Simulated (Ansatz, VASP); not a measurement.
# Two plane-wave programs on Si2Ni

INCAR

```
PREC = Accurate
ENCUT = 520
EDIFF = 1E-6
ISMEAR = 0
SIGMA = 0.15
LREAL = False
LASPH = True
NELM = 80
ALGO = Normal
ISIF = 2
LWAVE = False
LCHARG = False
GGA = PE
NBANDS = 16
```

The input KPOINTS:

```
regular mesh
0
Gamma
  16 16 16
```

Contents of POSCAR:

```
Si2Ni
1.0
    0.0000000000      2.7234129054      2.7642640990
    2.7234129054      0.0000000000      2.7642640990
    2.7234129054      2.7234129054      0.0000000000
Si Ni
2 1
Direct
    0.2500000000      0.2500000000      0.2500000000
    0.7500000000      0.7500000000      0.7500000000
    0.0000000000      0.0000000000      0.0000000000
```

Input for Ansatz:

```yaml
crystal:
  lattice:
    - [0.0, 2.7234129054, 2.764264099]
    - [2.7234129054, 0.0, 2.764264099]
    - [2.7234129054, 2.7234129054, 0.0]
  atoms:
    - { symbol: Si, position: [0.25, 0.25, 0.25] }
    - { symbol: Si, position: [0.75, 0.75, 0.75] }
    - { symbol: Ni, position: [0.0, 0.0, 0.0] }
basis:
  ecutwfc: 420
kpoints:
  mp_grid: { grid: [16, 16, 16] }
hamiltonian:
  xc: pbe
scf:
  occupations: { method: gaussian, width: 0.15 }
output:
  forces: true
  stress: true
  eigenvalues: true
```

Change from the starting cell: strain +0.000 along x and y, +0.015 along z, atoms carried along.

Alike in both runs: task single point; functional PBE; k mesh 16 × 16 × 16; occupations gaussian, width 0.15 eV; no spin polarisation.

|  | VASP | Ansatz |
| --- | --- | --- |
| version | VASP 6.6.1 | Ansatz 0.2.0 |
| potentials or method | VASP PAW PBE potentials, release 64 (Si, Ni), cutoff 520 eV | scalar-relativistic, plane waves, PAW |
| valence electrons in the cell | 18 | 26 |

VASP gave:

```
gap on the k mesh at the Fermi level (eV)                     : none
pressure (GPa)                                                : -2.2
traceless stress, the component that is largest in VASP (GPa) : -0.46
```

Estimate Ansatz's values.

gap on the k mesh at the Fermi level (eV): none; pressure (GPa): -2.2; traceless stress, the component that is largest in VASP (GPa): -0.47.

A gap of «none» marks a metal or a gap that the smearing closes. With one functional, cell and mesh, what is left measures potentials, basis and numerics. VASP's potentials hold 18 valence electrons a cell and Ansatz's 26, so a difference there can come from the potentials and not from the codes.
